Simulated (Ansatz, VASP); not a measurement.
**One calculation of InP, two programs**

INCAR

```
PREC     = Accurate       # precision mode
ENCUT    = 520            # plane-wave cutoff, eV
EDIFF    = 1E-6           # SCF threshold, eV
ISMEAR   = 0              # smearing method
SIGMA    = 0.15           # smearing width, eV
LREAL    = F              # projectors in reciprocal space
LASPH    = T              # aspherical terms in the spheres
NELM     = 100            # most SCF steps
ALGO     = Normal         # electronic algorithm
ISIF     = 2              # what is computed and relaxed
LWAVE    = F              # write WAVECAR
LCHARG   = T              # write CHGCAR
GGA      = PE             # functional
LELF     = T              # ELF
LVHAR    = T            
NBANDS   = 16             # bands
```

The input KPOINTS:

```
regular mesh
0
Gamma
  20 20 20
```

Contents of POSCAR:

```
InP
1.0
    0.0000000000      2.8198410702      2.6021493396
    2.8198410702      0.0000000000      2.6021493396
    2.8198410702      2.8198410702      0.0000000000
In P
1 1
Direct
    0.0000000000      0.0000000000      0.0000000000
    0.5000000000      0.5000000000      0.5000000000
```

Input for Ansatz:

```yaml
crystal:
  lattice:
    - [0.0, 2.8198410702, 2.6021493396]
    - [2.8198410702, 0.0, 2.6021493396]
    - [2.8198410702, 2.8198410702, 0.0]
  atoms:
    - { symbol: In, position: [0.0, 0.0, 0.0] }
    - { symbol: P, position: [0.5, 0.5, 0.5] }
basis:
  ecutwfc: 420
kpoints:
  mp_grid: { grid: [20, 20, 20] }
hamiltonian:
  xc: pbe
scf:
  occupations: { method: gaussian, width: 0.15 }
output:
  forces: true
  stress: true
  eigenvalues: true
```

Alike in both runs: task single point; functional PBE; k mesh 20 × 20 × 20; occupations gaussian, width 0.15 eV; no spin polarisation.

|  | VASP | Ansatz |
| --- | --- | --- |
| version | VASP 6.6.1 | Ansatz 0.2.0 |
| potentials or method | VASP PAW PBE potentials, release 64 (In_d, P), cutoff 520 eV | scalar-relativistic, plane waves, PAW |
| valence electrons in the cell | 18 | 18 |

Ansatz gave:

* gap on the k mesh at the Fermi level (eV): none
* pressure (GPa): 3.2
* traceless stress, the component that is largest in VASP (GPa): 7.70

Problem. Estimate VASP's values.

Solution. gap on the k mesh at the Fermi level (eV): none; pressure (GPa): 3.1; traceless stress, the component that is largest in VASP (GPa): 7.66.

A gap of «none» marks a metal or a gap that the smearing closes.
